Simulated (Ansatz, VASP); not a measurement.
Two plane-wave programs on Sb

Contents of INCAR:

```
SYSTEM = Sb
ALGO = Normal
EDIFF = 1E-7
EDIFFG = -0.015
ENCUT = 500
GGA = PE
GGA_COMPAT = .FALSE.
IBRION = 2
ISIF = 3
ISMEAR = 0
IVDW = 12
LASPH = .TRUE.
LCHARG = .FALSE.
LREAL = .FALSE.
LWAVE = .FALSE.
NELM = 120
NELMIN = 4
NSW = 80
PREC = Accurate
SIGMA = 0.1
```

File KPOINTS:

```
k-points
0
G
  16 8 10
  0 0 0
```

File POSCAR:

```
Sb
1.0
    1.6574437026      2.8707767037      0.0000000000
    0.0000000000      0.0000000000      5.4911325160
    4.9723311080     -2.8707767037      0.0000000000
Sb
4
Direct
    0.5000000000      0.2500000000      0.8333333333
    0.0000000000      0.2500000000      0.3333333333
    0.5000000000      0.7500000000      0.1666666667
    1.0000000000      0.7500000000      0.6666666667
```

Input for Ansatz:

```yaml
crystal:
  lattice:
    - [1.6574437026, 2.8707767037, 0.0]
    - [0.0, 0.0, 5.491132516]
    - [4.972331108, -2.8707767037, 0.0]
  atoms:
    - { symbol: Sb, position: [0.5, 0.25, 0.8333333333] }
    - { symbol: Sb, position: [0.0, 0.25, 0.3333333333] }
    - { symbol: Sb, position: [0.5, 0.75, 0.1666666667] }
    - { symbol: Sb, position: [1.0, 0.75, 0.6666666667] }
basis:
  ecutwfc: 420
kpoints:
  mp_grid: { grid: [16, 8, 10] }
hamiltonian:
  xc: pbe
  dispersion: d3bj
scf:
  occupations: { method: gaussian, width: 0.1 }
output:
  forces: true
  stress: true
  eigenvalues: true
relax:
  adjacent_minimum: "off"
  f_tol: 0.015
  max_steps: 60
  cell: { stress_tol: 0.15 }
```

Alike in both runs: task relaxation of cell and atoms; functional PBE; dispersion D3(BJ); k mesh 16 × 8 × 10; occupations gaussian, width 0.1 eV; no spin polarisation.

```csv
,VASP,Ansatz
version,VASP 6.6.1,Ansatz 0.2.0
potentials or method,"VASP PAW PBE potentials, release 64 (Sb), cutoff 500 eV","scalar-relativistic, plane waves, PAW"
valence electrons in the cell,20,60
```

```tsv
	VASP	Ansatz	Ansatz less VASP
gap on the k mesh at the Fermi level, each at its own relaxed structure (eV)	none	none	-
relaxed volume (Å³/atom)	26.07	26.12	+0.056
relaxed length of the cell vector where the two differ most in proportion (Å)	5.467	5.474	+0.0062
```

A gap of «none» marks a metal or a gap that the smearing closes. VASP's potentials hold 20 valence electrons a cell and Ansatz's 60, so a difference there can come from the potentials and not from the codes.

Spin-orbit coupling is off throughout. Noted on VASP's run: too few bands were computed for a metal, which touches its energy and stress.
